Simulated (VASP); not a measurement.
# SiO2 (I4/mmm) in VASP: a series of runs, part 2 of 2

VASP 6.6.1. The steps go on from the part before.

### 5 Single point, LDA

This run uses another cell than the first one, of 15.93 Å³/atom.

Input file INCAR:

```
SYSTEM = SiO2
PREC = Accurate
ENCUT = 520
EDIFF = 1E-7
ISMEAR = 0
SIGMA = 0.02
LREAL = .False.
LASPH = .True.
NELM = 60
ALGO = Normal
ISIF = 2
LWAVE = .False.
LCHARG = .False.
GGA = CA
NBANDS = 44
```

Input file KPOINTS:

```
regular mesh
0
Gamma
  6 6 6
  0 0 0
```

Input file POSCAR:

```
SiO2
1.0
   -4.2982404948      4.2982404948      2.5866886417
    4.2982404948     -4.2982404948      2.5866886417
    4.2982404948      4.2982404948     -2.5866886417
Si O
4 8
Direct
    0.1784442804      0.1784442804      0.3568885609
    0.8215557196      0.1784442804      0.0000000000
    0.1784442804      0.8215557196      0.0000000000
    0.8215557196      0.8215557196      0.6431114391
    0.5000000000      0.5000000000      0.5000000000
    0.0000000000      0.5000000000      0.0000000000
    0.5000000000      0.0000000000      0.0000000000
    0.0000000000      0.0000000000      0.5000000000
    0.0000000000      0.2169656013      0.2169656013
    0.7830343987      0.0000000000      0.7830343987
    0.2169656013      0.0000000000      0.2169656013
    0.0000000000      0.7830343987      0.7830343987
```

Started as:

```sh
$ cat potpaw_LDA.64/Si/POTCAR potpaw_LDA.64/O/POTCAR > POTCAR
$ mpirun -np 1 vasp_std > vasp.out
```

It took 4.6 min on 1 thread of Intel Xeon Platinum 8488C (Sapphire Rapids), shared host; peak memory 0.36 GiB.

Results (log left out):

```
Free energy            : -102.9901 eV
Pressure               : 12.5 GPa
Largest force          : 0.046 eV/Å
Band gap on the k mesh : 5.30 eV
```

Forces on the atoms (eV/Å):
```
Si   0.032  0.032  0.000
Si   0.032 -0.032  0.000
Si  -0.032  0.032  0.000
Si  -0.032 -0.032  0.000
O    0.000  0.000  0.000
O    0.000  0.000  0.000
O    0.000  0.000  0.000
O    0.000  0.000  0.000
O    0.003  0.000  0.000
O    0.000 -0.003  0.000
O    0.000  0.003  0.000
O   -0.003  0.000  0.000
```

Levels at points of the mesh, in eV from the valence-band top:
```
           k point  band 30  band 31  band 32  band 33  band 34  band 35
(0.00, 0.00, 0.00)    -0.99    -0.12     0.00     5.30     8.34     8.66
(0.50, 0.00, 0.00)    -0.85    -0.65    -0.45     7.45     7.71     8.60
(0.50, 0.50, 0.00)    -0.60    -0.56    -0.44     6.42     6.99     8.80
(0.50, 0.50, 0.50)    -0.42    -0.06    -0.06     7.31     7.91     7.91
```

Caveat: the cell stands under pressure.

### 6 Relaxation of shape and atoms at fixed volume, LDA (18.29 Å³/atom)

This run uses another cell than the first one, of 18.29 Å³/atom.

Input file INCAR:

```
PREC     = Accurate       # precision mode
ENCUT    = 600            # plane-wave cutoff, eV
EDIFF    = 1E-6           # SCF threshold, eV
ISMEAR   = 0              # smearing method
SIGMA    = 0.02           # smearing width, eV
LREAL    = False          # projectors in reciprocal space
LASPH    = True           # aspherical terms in the spheres
NELM     = 80             # most SCF steps
ALGO     = Normal         # electronic algorithm
ISIF     = 4              # what is computed and relaxed
LWAVE    = False          # write WAVECAR
LCHARG   = False          # write CHGCAR
GGA      = CA             # functional
IBRION   = 2              # ionic algorithm
NSW      = 50             # ionic steps
EDIFFG   = -0.01          # ionic threshold
```

Input file KPOINTS:

```
Automatic mesh
0
Gamma
  6 6 6
```

Input file POSCAR:

```
SiO2
1.0
   -4.5518844734      4.5518844734      2.6477956541
    4.5518844734     -4.5518844734      2.6477956541
    4.5518844734      4.5518844734     -2.6477956541
Si O
4 8
Direct
    0.1765814426      0.1765814426      0.3531628852
    0.8234185574      0.1765814426      0.0000000000
    0.1765814426      0.8234185574      0.0000000000
    0.8234185574      0.8234185574      0.6468371148
    0.5000000000      0.5000000000      0.5000000000
    0.0000000000      0.5000000000      0.0000000000
    0.5000000000      0.0000000000      0.0000000000
    0.0000000000      0.0000000000      0.5000000000
    0.0000000000      0.2067449734      0.2067449734
    0.7932550266      0.0000000000      0.7932550266
    0.2067449734      0.0000000000      0.2067449734
    0.0000000000      0.7932550266      0.7932550266
```

Potentials or basis: VASP PAW LDA potentials, release 64 (Si, O).

Started as:

```sh
$ cat potpaw_LDA.64/Si/POTCAR potpaw_LDA.64/O/POTCAR > POTCAR
$ mpirun -np 1 vasp_std > vasp.out
```

It took 43 min on 1 thread of Oxide Virtual Turin-like, shared host; peak memory 0.44 GiB.

It converged, with:

| Property | Result |
| --- | --- |
| Free energy | -103.4056 eV |
| Energy gained by relaxing | 0.5 meV/atom |
| Ionic steps | 7 |
| Pressure after relaxing | -7.0 GPa |
| Largest force after relaxing | 0.006 eV/Å |
| Band gap on the k mesh | 5.18 eV |

Forces in eV/Å, atoms in the order of the input:
```
Si  -0.004 -0.004  0.000
Si  -0.004  0.004  0.000
Si   0.004 -0.004  0.000
Si   0.004  0.004  0.000
O    0.000  0.000  0.000
O    0.000  0.000  0.000
O    0.000  0.000  0.000
O    0.000  0.000  0.000
O    0.003  0.000  0.000
O    0.000 -0.003  0.000
O    0.000  0.003  0.000
O   -0.003  0.000  0.000
```

The path:
```
step  energy change (eV)  largest force (eV/Å)  pressure (GPa)  volume (Å³)
   1              0.0000                0.1518           -7.30       219.45
   2             -0.0034                0.0745           -7.20       219.45
   3             -0.0044                0.0883           -7.08       219.45
   4             -0.0045                0.1332           -7.01       219.45
   5             -0.0050                0.0234           -7.05       219.45
   6             -0.0055                0.0101           -7.03       219.45
   7             -0.0055                0.0055           -7.03       219.45
```

Final structure:
```
Si O
1.0
    -4.55958    4.55958    2.63887
     4.55958   -4.55958    2.63887
     4.55958    4.55958   -2.63887
Si O
4 8
Cartesian
  1.6078 1.6078 0.0000
  -2.9518 2.9518 2.6389
  2.9518 -2.9518 2.6389
  2.9518 2.9518 2.6389
  2.2798 2.2798 1.3194
  2.2798 -2.2798 1.3194
  -2.2798 2.2798 1.3194
  2.2798 2.2798 -1.3194
  1.8679 0.0000 0.0000
  0.0000 7.2513 0.0000
  0.0000 1.8679 0.0000
  7.2513 0.0000 0.0000
```

Levels at points of the mesh, in eV from the valence-band top:
```tsv
k point	band 28	band 29	band 30	band 31	band 32	band 33	band 34	band 35	band 36	band 37
(0.00, 0.00, 0.00)	-1.29	-0.72	-0.59	-0.03	0.00	5.18	7.94	8.04	8.32	8.75
(0.50, 0.00, 0.00)	-1.10	-1.08	-0.78	-0.59	-0.18	7.27	7.55	8.32	8.41	8.92
(0.50, 0.50, 0.00)	-0.75	-0.44	-0.33	-0.30	-0.20	6.29	6.68	8.16	8.36	8.89
(0.50, 0.50, 0.50)	-0.96	-0.96	-0.09	0.00	0.00	7.11	7.11	7.43	7.86	8.26
```

### 7 Overview

```csv
task,cell,cutoff (eV),gap on the mesh (eV),pressure (GPa),largest force (eV/Å)
relaxation of shape and atoms at fixed volume,"relaxed from a = 6.494 Å, angles 98.9, 98.9, 133.6°, 12 atoms, atomic positions A",600,5.12,20.1,0.01
single point,"a = 6.362 Å, angles 99.8, 99.8, 131.2°, 12 atoms, atomic positions B",520,4.92,25.6,0.06
single point,"a = 6.606 Å, angles 98.8, 98.8, 133.9°, 12 atoms, atomic positions C",520,5.30,12.5,0.05
relaxation of shape and atoms at fixed volume,"relaxed from a = 6.961 Å, angles 98.3, 98.3, 135.3°, 12 atoms, atomic positions D",600,5.18,-7.0,0.01
```

Alike in all rows: level LDA; potentials or basis VASP PAW LDA potentials, release 64 (Si, O); no spin polarisation; k mesh 6 × 6 × 6; smearing gaussian 0.02 eV.

Caveats: the cell stands under pressure (at least some runs).

Absolute energies hang on the potentials; compare differences alone.
